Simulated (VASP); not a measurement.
# AgH20O10F in VASP: notebook, part 2 of 2

VASP 6.6.1. Earlier steps stand in the parts before.

**4. Single point, PBE**

INCAR reads:

```
SYSTEM = AgH20O10F
  PREC = Accurate
  ENCUT = 520
  EDIFF = 1E-6
  ISMEAR = -1
  SIGMA = 0.02
  LREAL = Auto
  LASPH = .TRUE.
  NELM = 120
  ALGO = Normal
  ISIF = 2
  LWAVE = .FALSE.
  LCHARG = .TRUE.
  GGA = PE
  LELF = .TRUE.
  LVHAR = .TRUE.
  NBANDS = 71
  GGA_COMPAT = .FALSE.
```

KPOINTS reads:

```
regular mesh
0
G
  1 1 1
  0 0 0
```

POSCAR reads:

```
AgH20O10F
1.0
    7.2329760000      0.0000000000      0.0000000000
    0.0000000000      7.2329760000      0.0000000000
    0.0000000000      0.0000000000      7.2329760000
O H Ag F
10 20 1 1
Direct
    0.6447691794     -0.0146412763      0.4539763439
    0.8318429371     -0.0308310162      0.7988413068
    0.4875448225      0.7113392883      0.6187079841
    0.3639857232      0.2162871825     -0.0330154559
    0.1055858612      0.7100949872      0.1904333707
    0.7402070738      0.5163711313      0.3782813603
    0.9359218114      0.6108550616      0.8580700392
    0.4437592493      0.8298658809      0.0004285926
    0.7037490516      0.3636400840      1.0002521784
    0.3898257094      0.3020610050      0.4804523062
    0.5615669124      0.0922441883      0.4667788197
    0.7491936929      0.0248721965      0.3625478641
    0.8401659289      0.0948433950      0.8384792097
    0.7733054831     -0.0164109490      0.6721438036
    0.5603502625      0.8197179142      0.5536448621
    0.3572526717      0.7469677765      0.6119611070
    0.4895080531      0.2738015445     -0.0112816633
    0.3801478119      0.0795246659     -0.0321167940
    0.2105495718      0.7288009804      0.1083094981
    0.0383106483      0.8312760888      0.2229372806
    0.6461517362      0.5854298424      0.4397221835
    0.8487101298      0.5040525504      0.4530223797
    0.8894540781      0.7391425051      0.8372763853
    0.9969202165      0.6321049593      0.9735826581
    0.5620231562      0.8514337667      0.0644686226
    0.4775904137      0.7777987926     -0.1216788221
    0.7695587542      0.4541699018      0.9256079379
    0.7270589589      0.4076606918      1.1297839230
    0.3576812643      0.3374544586      0.6104264690
    0.5008173676      0.3866181776      0.4596863034
    0.1229922510      0.2386569512      0.1563256950
    0.9415488175      0.0450990021      0.2961021853
```

Potentials or basis: VASP PAW PBE potentials, release 64 (O, H, Ag, F).

The run is started by

```console
$ cat potpaw_PBE.64/O/POTCAR potpaw_PBE.64/H/POTCAR potpaw_PBE.64/Ag/POTCAR potpaw_PBE.64/F/POTCAR > POTCAR
$ mpirun -np 1 vasp_gam > vasp.out
```

OUTCAR:

```text
SYSTEM = AgH20O10F
   PREC = Accurate
   ENCUT = 520
   EDIFF = 1E-6
   ISMEAR = -1
   LREAL = Auto
   LASPH = .TRUE.
   NELM = 120
   ISIF = 2
   GGA = PE

 ion  position               nearest neighbor table
   1  0.645  0.985  0.454-  11 0.98  12 1.04
   2  0.832  0.969  0.799-  13 0.96  14 1.01
   3  0.488  0.711  0.619-  16 0.98  15 1.06
   4  0.364  0.216  0.967-  18 1.00  17 1.01  31 2.22
   5  0.106  0.710  0.190-  19 0.97  20 1.03
   6  0.740  0.516  0.378-  21 0.95  22 0.96
   7  0.936  0.611  0.858-  24 0.96  23 1.00
   8  0.444  0.830  0.000-  25 0.99  26 0.99
   9  0.704  0.364  0.000-  27 0.97  28 1.00
  10  0.390  0.302  0.480-  29 1.00  30 1.02
[... 320 lines left out ...]
  Total       -2.4876346     -1.8229573     -1.9619279      0.4434184     -0.8768865      0.9810514
  in kB      -10.5328550     -7.7185549     -8.3069683      1.8774707     -3.7128115      4.1538544
  external PRESSURE =      -8.8527927 kB  Pullay stress =       0.0000000 kB

 VOLUME and BASIS-vectors are now :
 -----------------------------------------------------------------------------
  energy-cutoff  :      520.00
  volume of cell :      378.40
      direct lattice vectors                 reciprocal lattice vectors
     7.232976000  0.000000000  0.000000000     0.138255678  0.000000000  0.000000000
     0.000000000  7.232976000  0.000000000     0.000000000  0.138255678  0.000000000
     0.000000000  0.000000000  7.232976000     0.000000000  0.000000000  0.138255678

 POSITION                                       TOTAL-FORCE (eV/Angst)
 -----------------------------------------------------------------------------------
      4.66360      7.12708      3.28360         0.294694      0.641725     -0.401299
      6.01670      7.00998      5.77800        -0.684191     -0.482996     -1.489412
      3.52640      5.14510      4.47510         0.514998      0.781871     -0.144837
      2.63270      1.56440      6.99418         0.033456     -0.185381     -0.065661
      0.76370      5.13610      1.37740        -1.136173      0.370423      0.401608
      5.35390      3.73490      2.73610         0.048491     -1.092449     -1.602423
[... 24 lines left out ...]
      0.88960      1.72620      1.13070         0.162350     -0.175427      0.105160
      6.81020      0.32620      2.14170        -0.086494      0.019832     -0.292325
 -----------------------------------------------------------------------------------
    total drift:                                0.000190     -0.001465      0.002205

  FREE ENERGIE OF THE ION-ELECTRON SYSTEM (eV)
  ---------------------------------------------------
  free  energy   TOTEN  =      -152.1233033392 eV

  energy  without entropy=     -152.1233033392  energy(sigma->0) =     -152.12330334
```

OSZICAR:

```text
N       E                     dE             d eps       ncg     rms          rms(c)
DAV:   1     0.826553588614E+03    0.82655E+03   -0.54435E+04   142   0.129E+03
DAV:   2    -0.822036165679E+02   -0.90876E+03   -0.86530E+03   181   0.311E+02
DAV:   3    -0.166702859638E+03   -0.84499E+02   -0.84061E+02   172   0.102E+02
DAV:   4    -0.168068341061E+03   -0.13655E+01   -0.13615E+01   172   0.142E+01
DAV:   5    -0.168091262697E+03   -0.22922E-01   -0.22902E-01   172   0.182E+00    0.243E+01
DAV:   6    -0.152542544522E+03    0.15549E+02   -0.52358E+01   164   0.269E+01    0.946E+00
DAV:   7    -0.152316863117E+03    0.22568E+00   -0.23953E+00   164   0.548E+00    0.613E+00
DAV:   8    -0.152125926525E+03    0.19094E+00   -0.57128E-01   172   0.373E+00    0.857E-01
DAV:   9    -0.152117242376E+03    0.86841E-02   -0.10327E-01   172   0.132E+00    0.406E-01
DAV:  10    -0.152122458861E+03   -0.52165E-02   -0.15994E-02   156   0.594E-01    0.199E-01
DAV:  11    -0.152123155002E+03   -0.69614E-03   -0.11714E-03   156   0.238E-01    0.107E-01
DAV:  12    -0.152123331199E+03   -0.17620E-03   -0.17976E-03   156   0.243E-01    0.345E-02
DAV:  13    -0.152123320075E+03    0.11124E-04   -0.24279E-04   180   0.856E-02    0.202E-02
DAV:  14    -0.152123315653E+03    0.44226E-05   -0.10717E-04   156   0.468E-02    0.196E-02
DAV:  15    -0.152123303004E+03    0.12649E-04   -0.24659E-05   196   0.369E-02    0.427E-03
DAV:  16    -0.152123303565E+03   -0.56051E-06   -0.13209E-05   172   0.167E-02    0.514E-03
DAV:  17    -0.152123303339E+03    0.22540E-06   -0.86361E-07   116   0.640E-03
   1 F= -.15212330E+03 E0= -.15212330E+03  d E =-.172647E-11
```

stdout:

```text
POSCAR found type information on POSCAR O H AgF
 POSCAR found :  4 types and      32 ions
 scaLAPACK will be used
 LDA part: xc-table for (Slater+PW92), standard interpolation
 POSCAR, INCAR and KPOINTS ok, starting setup
 FFT: planning ... GRIDC
 FFT: planning ... GRID_SOFT
 FFT: planning ... GRID
 WAVECAR not read
 entering main loop
```

Wall time 61 s (1 thread of AMD EPYC 7R43 (Zen 3), shared host); peak memory 0.32 GiB.

What came out:

```
Free energy            : -152.1233 eV
Pressure               : -0.9 GPa
Largest force          : 1.962 eV/Å
Band gap on the k mesh : 3.37 eV
```

Forces in eV/Å, atoms in the order of the input:
```
O    0.295  0.642 -0.401
O   -0.684 -0.483 -1.489
O    0.515  0.782 -0.145
O    0.033 -0.185 -0.066
O   -1.136  0.370  0.402
O    0.048 -1.092 -1.602
O   -0.872  0.329 -1.385
O    0.314  0.213  0.059
O   -0.416 -0.660  1.642
O    1.261  1.161  0.954
H   -0.283  0.037 -0.007
H    0.062 -0.479  0.745
H    0.130  0.887  0.766
H    0.417 -0.279  0.701
H   -0.928 -0.752  0.432
H    0.182 -0.143 -0.334
H   -0.231 -0.083 -0.113
H    0.264  0.253 -0.021
H    0.374  0.773  0.250
H    1.053 -0.943 -0.475
H   -0.562  0.987  0.975
H    0.408  0.188  0.628
H    0.070 -0.278 -0.292
H    0.797 -0.043  1.576
H   -0.448 -0.193 -0.260
H    0.123  0.050 -0.012
H    0.586  0.869 -0.644
H   -0.249 -0.255 -0.703
H    0.040 -0.489 -0.974
H   -1.240 -1.028 -0.017
Ag   0.162 -0.175  0.105
F   -0.086  0.020 -0.292
```

Caveat: the k points lie up to 0.87 Å⁻¹ apart.

**5. Overview**

| cell | gap on the mesh (eV) | pressure (GPa) | largest force (eV/Å) |
| --- | --- | --- | --- |
| as given, atomic positions A | 3.08 | 0.7 | 2.20 |
| as given, atomic positions B | 3.26 | -0.8 | 1.80 |
| as given, atomic positions C | 3.37 | -0.9 | 1.96 |

Alike in all rows: task single point; level PBE; potentials or basis VASP PAW PBE potentials, release 64 (O, H, Ag, F); no spin polarisation; k mesh 1 × 1 × 1; cutoff (eV) 520; smearing fermi-dirac 0.02 eV.

Caveats: all runs use coarse meshes.

Absolute energies hang on the potentials; compare differences alone.
